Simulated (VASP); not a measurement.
# GaN (Fm-3m) in VASP: notebook

The runs below take GaN through single point, with PBEsol.

All numbers are computed with VASP 6.6.1; they aren't measurements. Logs are shortened: lines on timing, memory, paths and dates and some standing lists are left out, and cuts for length are marked.

**1. The cell of the first run**

The structure is cubic, space group Fm-3m (No. 225). The conventional cell has a = 4.270 Å, b = 4.270 Å, c = 4.270 Å, α = 90.00°, β = 90.00°, γ = 90.00°. Ga (site symmetry m-3m) has 6 N at 2.14 Å within 2.8 Å. Within 2.8 Å of N (site symmetry m-3m) lie 6 Ga at 2.14 Å.

**2. Single point, PBEsol**

INCAR reads:

```
PREC = Accurate
ENCUT = 520
EDIFF = 1E-6
ISMEAR = -1
SIGMA = 0.05
LREAL = F
LASPH = T
NELM = 80
ALGO = Normal
ISIF = 2
LWAVE = F
LCHARG = F
GGA = PS
NBANDS = 16
```

KPOINTS reads:

```
Automatic mesh
0
Gamma
  3 3 3
```

POSCAR reads:

```
GaN
1.0
    3.0196780000      0.0000000000      0.0000000000
    1.5098390000      2.6151178592      0.0000000000
    1.5098390000      0.8717059531      2.4655567625
Ga N
1 1
Direct
    0.0000000000      0.0000000000      0.0000000000
    0.5000000000      0.5000000000      0.5000000000
```

Potentials or basis: VASP PAW PBE potentials, release 64 (Ga_d, N).

Launch:

```
cat potpaw_PBE.64/Ga_d/POTCAR potpaw_PBE.64/N/POTCAR > POTCAR
mpirun -np 1 vasp_std > vasp.out
```

OUTCAR:

```text
PREC = Accurate
   ENCUT = 520
   EDIFF = 1E-6
   ISMEAR = -1
   LREAL = F
   LASPH = T
   NELM = 80
   ISIF = 2
   GGA = PS

 ion  position               nearest neighbor table
   1  0.000  0.000  0.000-   2 2.14   2 2.14   2 2.14   2 2.14   2 2.14   2 2.14
   2  0.500  0.500  0.500-   1 2.14   1 2.14   1 2.14   1 2.14   1 2.14   1 2.14

  LATTYP: Found a face centered cubic cell.
 ALAT       =     4.2704695815

  Lattice vectors:

 A1 = (   3.0196780000,   0.0000000000,   0.0000000000)
 A2 = (   1.5098390000,   2.6151178592,   0.0000000000)
 A3 = (   1.5098390000,   0.8717059531,   2.4655567625)

Analysis of symmetry for initial positions (statically):
=====================================================================
 Subroutine PRICEL returns:
 Original cell was already a primitive cell.

 Routine SETGRP: Setting up the symmetry group for a
 face centered cubic supercell.

 Subroutine GETGRP returns: Found 48 space group operations
 (whereof 48 operations were pure point group operations)
 out of a pool of 48 trial point group operations.

The static configuration has the point symmetry O_h .

Analysis of symmetry for dynamics (positions and initial velocities):
=====================================================================
 Subroutine PRICEL returns:
 Original cell was already a primitive cell.

 Routine SETGRP: Setting up the symmetry group for a
 face centered cubic supercell.

 Subroutine GETGRP returns: Found 48 space group operations
 (whereof 48 operations were pure point group operations)
 out of a pool of 48 trial point group operations.

The dynamic configuration has the point symmetry O_h .

 Subroutine INISYM returns: Found 48 space group operations
 (whereof 48 operations are pure point group operations),
 and found     1 'primitive' translations

----------------------------------------------------------------------------------------

                                     Primitive cell

  volume of cell :      19.4700

  direct lattice vectors                    reciprocal lattice vectors
     3.019678000  0.000000000  0.000000000     0.331161137 -0.191195972 -0.135195968
     1.509839000  2.615117859  0.000000000     0.000000000  0.382391943 -0.135195968
     1.509839000  0.871705953  2.465556762     0.000000000  0.000000000  0.405587904

  length of vectors
     3.019678000  3.019678000  3.019678000     0.405587904  0.405587904  0.405587904
[... 58 lines left out ...]
   ENCUT  =  520.0 eV  38.22 Ry    6.18 a.u.   5.61  5.61  5.61*2*pi/ulx,y,z
   NELM   =     80;   NELMIN=  2; NELMDL= -5     # of ELM steps
   EDIFF  = 0.1E-05   stopping-criterion for ELM
   LREAL  =      F    real-space projection
   EDIFFG = 0.1E-04   stopping-criterion for IOM
   NSW    =      0    number of steps for IOM
   IBRION =     -1    ionic relax: 0-MD 1-quasi-New 2-CG
   NFREE  =      0    steps in history (QN), initial steepest desc. (CG)
   ISIF   =      2    stress and relaxation
   ISYM   =      2    0-nonsym 1-usesym 2-fastsym
   POTIM  = 0.5000    time-step for ionic-motion
   TEBEG  =    0.0;   TEEND  =   0.0 temperature during run
   PSTRESS=    0.0 pullay stress
   NELECT =      18.0000    total number of electrons
   NUPDOWN=      -1.0000    fix difference up-down
   EMIN   =  10.00;   EMAX   =-10.00  energy-range for DOS
   EFERMI =   0.00;   METHOD = LEGACY
   ISMEAR =    -1;   SIGMA  =   0.05  broadening in eV -4-tet -1-fermi 0-gaus
   EFERMI_NEDOS =   21; number of points for ismear=-14 and -15
   IALGO  =     38    algorithm
   IMIX   =      4    mixing-type and parameters
     AMIX     =   0.40;   BMIX     =  1.00
     AMIX_MAG =   1.60;   BMIX_MAG =  1.00
  volume/ion in A,a.u.               =       9.74        65.70
  Fermi-wavevector in a.u.,A,eV,Ry     =   1.594814  3.013761 34.605488  2.543432
  Thomas-Fermi vector in A             =   2.692830
   LORBIT       =      0    0 simple, 1 ext, 2 COOP (PROOUT), +10 PAW based schemes
   GGA     = PS    functional components
   LHFCALC =     F    Hartree Fock is set to
   AEXX    =    0.0000 exact exchange contribution
   IVDW    =     0    specifies the selected vdW correction
   LEPSILON=     F    determine dielectric tensor
   LRPA    =     F    only Hartree local field effects (RPA)
 non-spin polarized calculation
  energy-cutoff  :      520.00
  volume of cell :       19.47
 maximum number of plane-waves:       531
 NGX is ok and might be reduce to    24
   NGX = 11   NGY = 11   NGZ = 11

 number of electron      18.0000005 magnetization

 Free energy of the ion-electron system (eV)
  ---------------------------------------------------
  ext. energy  EPLUGINS =         0.00000000
  ---------------------------------------------------
  free energy    TOTEN  =       -11.70117678 eV

  energy without entropy =      -11.70117678  energy(sigma->0) =      -11.70117678

 E-fermi :   8.4634     XC(G=0): -13.0763

 val. band max:        7.3655586294   @ k =   0.3333   0.0000   0.0000
 cond. band min:       9.4284735491   @ k =   0.0000   0.0000   0.0000
 fundamental gap:      2.0629149198
 Fermi energy:         8.4634285223

 k-point     1 :       0.0000    0.0000    0.0000
  band No.  band energies     occupation
      1      -9.4686      2.00000
      2      -6.6818      2.00000
      3      -6.6818      2.00000
      4      -6.6818      2.00000
      5      -6.5877      2.00000
      6      -6.5877      2.00000
[... 53 lines left out ...]
      3      -6.6657      2.00000
      4      -6.6036      2.00000
      5      -6.4786      2.00000
      6      -4.3248      2.00000
[... 8 lines left out ...]
     15      28.2403      0.00000
     16      30.1945      0.00000

------------------------ aborting loop because EDIFF is reached ----------------------------------------

  FORCE on cell =-STRESS in cart. coord.  units (eV):
  Direction    XX          YY          ZZ          XY          YZ          ZX
  --------------------------------------------------------------------------------------
  -------------------------------------------------------------------------------------
  Total       -0.9701883     -0.9701883     -0.9701883      0.0000000     -0.0000000      0.0000000
  in kB      -79.8361762    -79.8361762    -79.8361762      0.0000000     -0.0000000      0.0000000
  external PRESSURE =     -79.8361762 kB  Pullay stress =       0.0000000 kB

 VOLUME and BASIS-vectors are now :
 -----------------------------------------------------------------------------
  energy-cutoff  :      520.00
  volume of cell :       19.47
      direct lattice vectors                 reciprocal lattice vectors
     3.019678000  0.000000000  0.000000000     0.331161137 -0.191195972 -0.135195968
     1.509839000  2.615117859  0.000000000     0.000000000  0.382391943 -0.135195968
     1.509839000  0.871705953  2.465556762     0.000000000  0.000000000  0.405587904

 POSITION                                       TOTAL-FORCE (eV/Angst)
 -----------------------------------------------------------------------------------
      0.00000      0.00000      0.00000         0.000000      0.000000      0.000000
      3.01968      1.74341      1.23278        -0.000000     -0.000000      0.000000
 -----------------------------------------------------------------------------------
    total drift:                               -0.000000      0.000000      0.000000

  FREE ENERGIE OF THE ION-ELECTRON SYSTEM (eV)
  ---------------------------------------------------
  free  energy   TOTEN  =       -11.7011767829 eV

  energy  without entropy=      -11.7011767822  energy(sigma->0) =      -11.70117678
```

OSZICAR:

```text
N       E                     dE             d eps       ncg     rms          rms(c)
DAV:   1     0.769297679779E+02    0.76930E+02   -0.86755E+03   144   0.213E+03
DAV:   2    -0.793716645839E+01   -0.84867E+02   -0.76952E+02   136   0.330E+02
DAV:   3    -0.135285902342E+02   -0.55914E+01   -0.55673E+01   152   0.670E+01
DAV:   4    -0.135822692757E+02   -0.53679E-01   -0.53677E-01   128   0.700E+00
DAV:   5    -0.135830370860E+02   -0.76781E-03   -0.76771E-03   184   0.799E-01    0.716E+00
DAV:   6    -0.117478635088E+02    0.18352E+01   -0.40848E+00   184   0.405E+01    0.238E+00
DAV:   7    -0.117240932510E+02    0.23770E-01   -0.21361E-01   136   0.420E+00    0.157E+00
DAV:   8    -0.117025418195E+02    0.21551E-01   -0.28217E-02   160   0.182E+00    0.412E-01
DAV:   9    -0.117011681698E+02    0.13736E-02   -0.46955E-03   144   0.145E+00    0.754E-02
DAV:  10    -0.117011745098E+02   -0.63400E-05   -0.37595E-04   160   0.187E-01    0.789E-03
DAV:  11    -0.117011763457E+02   -0.18359E-05   -0.13076E-05   128   0.381E-02    0.920E-03
DAV:  12    -0.117011767829E+02   -0.43719E-06   -0.50320E-07    96   0.798E-03
   1 F= -.11701177E+02 E0= -.11701177E+02  d E =-.714217E-09
```

stdout:

```text
POSCAR found type information on POSCAR GaN
 POSCAR found :  2 types and       2 ions
 scaLAPACK will be used
 -----------------------------------------------------------------------------
|                                                                             |
|                                                                             |
|     You enforced a specific xc type in the INCAR file but a different       |
|     I HOPE YOU KNOW WHAT YOU ARE DOING!                                     |
|                                                                             |
 -----------------------------------------------------------------------------

 LDA part: xc-table for (Slater+PW92), standard interpolation
 POSCAR, INCAR and KPOINTS ok, starting setup
 FFT: planning ... GRIDC
 FFT: planning ... GRID_SOFT
 FFT: planning ... GRID
 WAVECAR not read
 entering main loop
```

It took 3.3 s on 1 thread of Intel Xeon Platinum 8375C at 2.90GHz (Ice Lake), shared host; peak memory 0.13 GiB.

What came out:

- Free energy: -11.7012 eV
- Pressure: -8.0 GPa
- Band gap on the k mesh: 2.06 eV, indirect (least direct gap 2.27 eV)

Levels at points of the mesh, in eV from the valence-band top:
| k point | band 6 | band 7 | band 8 | band 9 | band 10 | band 11 | band 12 | band 13 |
| --- | --- | --- | --- | --- | --- | --- | --- | --- |
| (0.00, 0.00, 0.00) | -13.95 | -0.20 | -0.20 | -0.20 | 2.06 | 14.46 | 14.46 | 14.46 |

Caveat: the k points lie up to 0.85 Å⁻¹ apart; the PAW data sets were made with another functional, which shifts forces and pressure a little. Expect the measured gap to be larger: semilocal functionals such as PBEsol lack the derivative discontinuity.

**3. Single point, PBEsol**

INCAR reads:

```
PREC = Accurate ; ENCUT = 520
EDIFF = 1E-6 ; ISMEAR = -1
SIGMA = 0.05 ; LREAL = False
LASPH = True ; NELM = 60
ALGO = Normal ; ISIF = 2
LWAVE = False ; LCHARG = True
GGA = PS ; LELF = True
LVHAR = True ; NBANDS = 16
```

KPOINTS reads:

```
regular mesh
0
Gamma
  5 5 5
```

POSCAR is that of step 2.

Potentials or basis: VASP PAW PBE potentials, release 64 (Ga_d, N).

Launch:

```
cat potpaw_PBE.64/Ga_d/POTCAR potpaw_PBE.64/N/POTCAR > POTCAR
mpirun -np 1 vasp_std > vasp.out
```

Run time: 4.4 s. Hardware: 1 thread of Intel Xeon Platinum 8375C at 2.90GHz (Ice Lake), shared host; peak memory 0.13 GiB.

The run converged. Its results:

* Free energy: -12.2014 eV
* Pressure: -7.7 GPa
* Band gap on the k mesh: 1.05 eV, indirect (least direct gap 2.36 eV)

Levels at points of the mesh, in eV from the valence-band top:
```
           k point  band 7  band 8  band 9  band 10  band 11  band 12
(0.00, 0.00, 0.00)   -0.46   -0.46   -0.46     1.90    14.42    14.42
```

Caveat: the k points lie up to 0.51 Å⁻¹ apart; the PAW data sets were made with another functional, which shifts forces and pressure a little.
